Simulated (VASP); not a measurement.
A run of VASP 6.6.1 is set up as follows.

INCAR

```
PREC = Accurate ; ENCUT = 520
EDIFF = 1E-6 ; ISMEAR = 0
SIGMA = 0.02 ; LREAL = False
LASPH = True ; NELM = 80
ALGO = Normal ; ISIF = 2
LWAVE = False ; LCHARG = True
GGA = PS ; LELF = True
LVHAR = True ; NBANDS = 16
```

Contents of KPOINTS:

```
Automatic mesh
0
Gamma
  9 9 6
```

File POSCAR:

```
AlN
1.0
    3.1607470760      0.0031421122     -0.0311100215
   -1.5776523890      2.7325639846      0.0000094370
   -0.0497800000     -0.0287230600      5.0404241200
Al N
2 2
Direct
    0.3209780894      0.6604890448     -0.0033491923
    0.6472388028      0.3236194014      0.5082734879
    0.3473479164      0.6736739582      0.3578691338
    0.6844351914      0.3422175956      0.9072065705
```

Potentials or basis: VASP PAW PBE potentials, release 64 (Al, N).

Run with:

```sh
$ cat potpaw_PBE.64/Al/POTCAR potpaw_PBE.64/N/POTCAR > POTCAR
$ mpirun -np 1 vasp_std > vasp.out
```

**Question.** What does it give for the band gap on the k mesh?

**Answer.** 3.33 eV, direct.

**Question.** Predict the pressure.

**Answer.** -4.6 GPa.

**Question.** Estimate the largest force.

**Answer.** 3.497 eV/Å.

Forces on the atoms (eV/Å):
```
Al   1.442  0.832  0.389
Al   0.706  0.408 -1.092
N   -0.574 -0.331  3.434
N   -1.574 -0.909 -2.732
```

Caveat: the cell differs from its parent crystal (strained and its atoms moved); the PAW data sets were made with another functional, which shifts forces and pressure a little.
